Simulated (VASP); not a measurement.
## MoS2: single point with r2SCAN

MoS2:

```xyz
6
Lattice="3.2888 0.0000 0.0000 -1.6444 2.8482 0.0000 0.0000 0.0000 12.2557" Properties=species:S:1:pos:R:3 pbc="T T T"
Mo    1.6444    0.9494    3.0639
Mo    0.0000    1.8988    9.1918
S     0.0000    1.8988    4.5845
S     1.6444    0.9494   10.7124
S     0.0000    1.8988    1.5433
S     1.6444    0.9494    7.6712
```

This cell differs from its parent crystal: epitaxial xy strain +3.6%.

* Program: VASP 6.6.1
* Task: single point
* Functional: r2SCAN
* Potentials or basis: VASP PAW PBE potentials, release 64 (Mo_sv, S)
* Cutoff: 520 eV
* k mesh: 12 × 12 × 2
* Occupations: gaussian, width 0.01 eV
* Spin: no spin polarisation
* Dipole correction: no
* Further INCAR settings: ALGO = Normal; EDIFF = 1e-06; NBANDS = 35

```
Pressure               : -5.1 GPa
Largest force          : 0.050 eV/Å
Band gap on the k mesh : 0.40 eV (least direct gap 1.38 eV)
```

Forces in eV/Å, atoms in the order of the input:
```
Mo   0.000  0.000  0.000
Mo   0.000  0.000  0.000
S    0.000  0.000 -0.050
S    0.000  0.000 -0.050
S    0.000  0.000  0.050
S    0.000  0.000  0.050
```

Stress tensor (GPa, compression positive):
```
-8.11  0.00  0.00
 0.00 -8.11  0.00
 0.00  0.00  0.98
```

Levels at points of the mesh, in eV from the valence-band top:
```tsv
k point	band 23	band 24	band 25	band 26	band 27	band 28	band 29	band 30
(0.00, 0.00, 0.00)	-2.78	-1.20	-0.92	0.00	1.74	1.74	1.77	1.77
(0.50, 0.00, 0.00)	-2.43	-2.26	-1.60	-1.41	1.06	1.12	1.51	1.65
(0.00, 0.00, 0.50)	-2.45	-2.45	-0.22	-0.22	1.75	1.75	1.75	1.75
(0.50, 0.00, 0.50)	-2.34	-2.34	-1.49	-1.49	1.09	1.09	1.59	1.59
```

Wall time 4.7 min on 1 thread of Intel(R) Xeon(R) Platinum 8488C (Sapphire Rapids), with other jobs on the host, peak memory 0.3 GiB.

Caveat: the cell differs from its parent crystal (epitaxial xy strain +3.6%); the stress differs along the axes, from -8 to 1 GPa; semilocal functionals underestimate gaps, and a narrow one can read as zero; the PAW data sets were made with another functional, which shifts forces and pressure a little. A k mesh can miss the band edges.
